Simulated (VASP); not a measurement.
# Cu12Si in VASP: single point with PBE

Aim: the single point of Cu12Si with PBE.

Everything below comes from runs of VASP 6.6.1. Logs are shortened: lines on timing, memory, paths and dates and some standing lists are left out, and cuts for length are marked.

### Step 1. The cell of the first run

The cell holds a slab with vacuum, 13 atoms: a = 5.133 Å, b = 5.133 Å, c = 19.029 Å, α = 90.00°, β = 90.00°, γ = 90.00°.

### Step 2. Single point, PBE

Contents of INCAR:

```
SYSTEM = Cu12Si
PREC     = Accurate       ! precision mode
ENCUT    = 520            ! plane-wave cutoff, eV
EDIFF    = 1E-6           ! SCF threshold, eV
ISMEAR   = 0              ! smearing method
SIGMA    = 0.1            ! smearing width, eV
LREAL    = .FALSE.        ! projectors in reciprocal space
LASPH    = .TRUE.         ! aspherical terms in the spheres
NELM     = 80             ! most SCF steps
ALGO     = Normal         ! electronic algorithm
ISIF     = 2              ! what is computed and relaxed
LWAVE    = .FALSE.        ! write WAVECAR
LCHARG   = .FALSE.        ! write CHGCAR
LDIPOL   = .TRUE.       
IDIPOL   = 3            
DIPOL    = 0.5 0.5 0.317
GGA      = PE             ! functional
NBANDS   = 80             ! bands
```

Contents of KPOINTS:

```
regular mesh
0
G
  5 5 1
  0 0 0
```

Contents of POSCAR:

```
Cu12Si
1.0
    5.1332392713      0.0000000000      0.0000000000
    0.0000000000      5.1332392713      0.0000000000
    0.0000000000      0.0000000000     19.0289058448
Cu Si
12 1
Direct
    0.2500000000      0.2500000000      0.2102065160
    0.2500000000      0.7500000000      0.2102065160
    0.7500000000      0.2500000000      0.2102065160
    0.7500000000      0.7500000000      0.2102065160
    0.0000000000      0.0000000000      0.3029343270
    0.0000000000      0.5000000000      0.3029343270
    0.5000000000      0.0000000000      0.3029343270
    0.5000000000      0.5000000000      0.3029343270
    0.2500000000      0.2500000000      0.3956562666
    0.2500000000      0.7500000000      0.3956562666
    0.7500000000      0.2500000000      0.3956562666
    0.7500000000      0.7500000000      0.3956562666
    0.2500000000      0.5000000000      0.4920885238
```

Potentials or basis: VASP PAW PBE potentials, release 64 (Cu, Si).

Started as:

```
$ cat potpaw_PBE.64/Cu/POTCAR potpaw_PBE.64/Si/POTCAR > POTCAR
$ mpirun -np 1 vasp_std > vasp.out
```

OUTCAR:

```text
SYSTEM = Cu12Si
   PREC = Accurate
   ENCUT = 520
   EDIFF = 1E-6
   ISMEAR = 0
   LREAL = .FALSE.
   LASPH = .TRUE.
   NELM = 80
   ISIF = 2
   GGA = PE

 ion  position               nearest neighbor table
   1  0.250  0.250  0.210-   5 2.53   6 2.53   7 2.53   8 2.53   2 2.57   3 2.57   2 2.57   3 2.57

   2  0.250  0.750  0.210-   5 2.53   6 2.53   7 2.53   8 2.53   1 2.57   4 2.57   1 2.57   4 2.57

   3  0.750  0.250  0.210-   5 2.53   6 2.53   7 2.53   8 2.53   1 2.57   4 2.57   4 2.57   1 2.57
[... 4 lines left out ...]
                             6 2.57   7 2.57   6 2.57   7 2.57
   6  0.000  0.500  0.303-   9 2.53  10 2.53  11 2.53  12 2.53   1 2.53   2 2.53   3 2.53   4 2.53
                             5 2.57   8 2.57   5 2.57   8 2.57
   7  0.500  0.000  0.303-   9 2.53  10 2.53  11 2.53  12 2.53   1 2.53   2 2.53   3 2.53   4 2.53
                             5 2.57   8 2.57   8 2.57   5 2.57
   8  0.500  0.500  0.303-   9 2.53  10 2.53  11 2.53  12 2.53   1 2.53   2 2.53   3 2.53   4 2.53
                             6 2.57   7 2.57   7 2.57   6 2.57
   9  0.250  0.250  0.396-  13 2.24   6 2.53   7 2.53   8 2.53   5 2.53  11 2.57  10 2.57  10 2.57
                            11 2.57
  10  0.250  0.750  0.396-  13 2.24   6 2.53   7 2.53   8 2.53   5 2.53  12 2.57   9 2.57   9 2.57
                            12 2.57
  11  0.750  0.250  0.396-   5 2.53   6 2.53   7 2.53   8 2.53   9 2.57  12 2.57  12 2.57   9 2.57

  12  0.750  0.750  0.396-   5 2.53   6 2.53   7 2.53   8 2.53  10 2.57  11 2.57  11 2.57  10 2.57

  13  0.250  0.500  0.492-   9 2.24  10 2.24

  LATTYP: Found a simple tetragonal cell.
 ALAT       =     5.1332392713
 C/A-ratio  =     3.7069976362

  Lattice vectors:

 A1 = (   5.1332392713,   0.0000000000,   0.0000000000)
 A2 = (   0.0000000000,   5.1332392713,   0.0000000000)
 A3 = (   0.0000000000,   0.0000000000,  19.0289058448)

Analysis of symmetry for initial positions (statically):
=====================================================================
 Subroutine PRICEL returns:
 Original cell was already a primitive cell.

 Routine SETGRP: Setting up the symmetry group for a
 simple tetragonal supercell.

 Subroutine GETGRP returns: Found  4 space group operations
 (whereof  2 operations were pure point group operations)
 out of a pool of 16 trial point group operations.

The static configuration has the point symmetry C_1h.
 The point group associated with its full space group is C_2v.

Analysis of symmetry for dynamics (positions and initial velocities):
=====================================================================
 Subroutine PRICEL returns:
 Original cell was already a primitive cell.
[... 138 lines left out ...]
  Thomas-Fermi vector in A             =   2.195070
   LORBIT       =      0    0 simple, 1 ext, 2 COOP (PROOUT), +10 PAW based schemes
   GGA     = PE    functional components
   LHFCALC =     F    Hartree Fock is set to
   AEXX    =    0.0000 exact exchange contribution
   IVDW    =     0    specifies the selected vdW correction
   LEPSILON=     F    determine dielectric tensor
   LRPA    =     F    only Hartree local field effects (RPA)
 non-spin polarized calculation
 Gauss-broadening in eV      SIGMA  =   0.10
  energy-cutoff  :      520.00
  volume of cell :      501.41
 maximum number of plane-waves:     13595
 NGX is ok and might be reduce to    40
   NGX = 19   NGY = 19   NGZ = 71

 dipolmoment           0.000000      0.000000     -0.200776 electrons x Angstroem

 number of electron     135.9999786 magnetization

 dipolmoment           0.000000      0.000000      0.017759 electrons x Angstroem

 Free energy of the ion-electron system (eV)
  ---------------------------------------------------
  ext. energy  EPLUGINS =         0.00000000
  ---------------------------------------------------
  free energy    TOTEN  =       -44.34173297 eV

  energy without entropy =      -44.30915829  energy(sigma->0) =      -44.32544563

 E-fermi :  -0.7375     XC(G=0):  -5.0534

 val. band max:       -0.7595438844   @ k =   0.4000   0.2000   0.0000
 cond. band min:      -0.6799891868   @ k =   0.0000   0.4000   0.0000
 fundamental gap:      0.0795546976
 Fermi energy:        -0.7374606930

 k-point     1 :       0.0000    0.0000    0.0000
  band No.  band energies     occupation
      1      -9.4810      2.00000
      2      -8.2265      2.00000
      3      -6.1801      2.00000
      4      -5.6554      2.00000
      5      -5.6524      2.00000
      6      -5.4078      2.00000
[... 736 lines left out ...]
     79       4.9299      0.00000
     80       5.0058      0.00000

------------------------ aborting loop because EDIFF is reached ----------------------------------------

 vacuum level on the upper side and lower side of the slab       (xc-potential included)        -0.077        -0.156

  FORCE on cell =-STRESS in cart. coord.  units (eV):
  Direction    XX          YY          ZZ          XY          YZ          ZX
  --------------------------------------------------------------------------------------
  -------------------------------------------------------------------------------------
  Total       -5.1569348     -3.0005693      1.9303897      0.0000000      0.0000000      0.0000000
  in kB      -16.4780338     -9.5877655      6.1682043      0.0000000      0.0000000      0.0000000
  external PRESSURE =      -6.6325317 kB  Pullay stress =       0.0000000 kB

 VOLUME and BASIS-vectors are now :
 -----------------------------------------------------------------------------
  energy-cutoff  :      520.00
  volume of cell :      501.41
      direct lattice vectors                 reciprocal lattice vectors
     5.133239271  0.000000000  0.000000000     0.194808764  0.000000000  0.000000000
     0.000000000  5.133239271  0.000000000     0.000000000  0.194808764  0.000000000
     0.000000000  0.000000000 19.028905845     0.000000000  0.000000000  0.052551629

 POSITION                                       TOTAL-FORCE (eV/Angst)
 -----------------------------------------------------------------------------------
      1.28331      1.28331      4.00000         0.000000     -0.064826     -0.013238
      1.28331      3.84993      4.00000         0.000000      0.064826     -0.013238
      3.84993      1.28331      4.00000         0.000000     -0.085120     -0.056627
      3.84993      3.84993      4.00000         0.000000      0.085120     -0.056627
      0.00000      0.00000      5.76451        -0.069900      0.000000     -0.179509
      0.00000      2.56662      5.76451        -0.023542      0.000000     -0.227827
      2.56662      0.00000      5.76451         0.069900      0.000000     -0.179509
      2.56662      2.56662      5.76451         0.023542      0.000000     -0.227827
      1.28331      1.28331      7.52891         0.000000     -0.507644      0.068667
      1.28331      3.84993      7.52891         0.000000      0.507644      0.068667
      3.84993      1.28331      7.52891         0.000000      0.021659      0.387796
      3.84993      3.84993      7.52891         0.000000     -0.021659      0.387796
      1.28331      2.56662      9.36391         0.000000      0.000000      0.041476
 -----------------------------------------------------------------------------------
    total drift:                               -0.000000      0.000000     -0.000978

  FREE ENERGIE OF THE ION-ELECTRON SYSTEM (eV)
  ---------------------------------------------------
  free  energy   TOTEN  =       -44.3417329707 eV

  energy  without entropy=      -44.3091582896  energy(sigma->0) =      -44.32544563

 vacuum level on the upper side and lower side of the slab         3.881         3.813
```

stdout:

```text
POSCAR found type information on POSCAR CuSi
 POSCAR found :  2 types and      13 ions
 scaLAPACK will be used
 LDA part: xc-table for (Slater+PW92), standard interpolation
 POSCAR, INCAR and KPOINTS ok, starting setup
 FFT: planning ... GRIDC
 FFT: planning ... GRID_SOFT
 FFT: planning ... GRID
 WAVECAR not read
 entering main loop
```

Wall time 11 min (1 thread of Intel Xeon Platinum 8488C (Sapphire Rapids), shared host); peak memory 0.63 GiB.

Results:

```
Free energy            : -44.3417 eV
Largest force          : 0.512 eV/Å
Band gap on the k mesh : zero (bands 68 and 69 overlap by 0.53 eV)
```

Forces on the atoms (eV/Å):
```
Cu   0.000 -0.065 -0.013
Cu   0.000  0.065 -0.013
Cu   0.000 -0.085 -0.057
Cu   0.000  0.085 -0.057
Cu  -0.070  0.000 -0.180
Cu  -0.024  0.000 -0.228
Cu   0.070  0.000 -0.180
Cu   0.024  0.000 -0.228
Cu   0.000 -0.508  0.069
Cu   0.000  0.508  0.069
Cu   0.000  0.022  0.388
Cu   0.000 -0.022  0.388
Si   0.000  0.000  0.041
```
